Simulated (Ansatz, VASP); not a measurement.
## YSb: VASP beside Ansatz

Contents of INCAR:

```
SYSTEM = YSb
PREC = Accurate
ENCUT = 520
EDIFF = 1E-6
ISMEAR = -1
SIGMA = 0.1
LREAL = .False.
LASPH = .True.
NELM = 60
ALGO = Normal
ISIF = 2
LWAVE = .False.
LCHARG = .True.
GGA = CA
LELF = .True.
LVHAR = .True.
NBANDS = 15
```

File KPOINTS:

```
regular mesh
0
Gamma
  12 12 12
  0 0 0
```

Contents of POSCAR:

```
YSb
1.0
    0.0000000000      2.5020584392      2.5020584392
    2.5020584392      0.0000000000      2.5020584392
    2.5020584392      2.5020584392      0.0000000000
Y Sb
1 1
Direct
    0.0000000000      0.0000000000      0.0000000000
    0.2500000000      0.2500000000      0.2500000000
```

Input for Ansatz:

```yaml
crystal:
  lattice:
    - [0.0, 2.5020584392, 2.5020584392]
    - [2.5020584392, 0.0, 2.5020584392]
    - [2.5020584392, 2.5020584392, 0.0]
  atoms:
    - { symbol: "Y", position: [0.0, 0.0, 0.0] }
    - { symbol: Sb, position: [0.25, 0.25, 0.25] }
kpoints:
  mp_grid: { grid: [12, 12, 12] }
scf:
  occupations: { method: fermi_dirac, width: 0.1 }
hamiltonian:
  xc: lda
  pseudopotentials: { kind: all_electron, datasets: crystal }
output:
  forces: true
  stress: true
  eigenvalues: true
```

Change from the starting cell: volume scaled by 0.4, crystal datasets.

Alike in both runs: task single point; functional LDA; k mesh 12 × 12 × 12; occupations fermi-dirac, width 0.1 eV; no spin polarisation.

|  | VASP | Ansatz |
| --- | --- | --- |
| version | VASP 6.6.1 | Ansatz 0.2.0 |
| potentials or method | VASP PAW LDA potentials, release 64 (Y_sv, Sb), cutoff 520 eV | all-electron PAW with datasets made for the crystal, scalar-relativistic |

```csv
,VASP,Ansatz,Ansatz less VASP
pressure (GPa),208.6,206.6,-1.95
```

LDA's correlation is that of Perdew and Zunger in VASP and of Perdew and Wang (1992) in Ansatz. Both programs put the cell under a high pressure, so it lies far from rest at this level. Ansatz ran all-electron here, and VASP with PAW potentials.

Spin-orbit coupling is off throughout. Noted on VASP's run: the cell as given lies far from equilibrium.
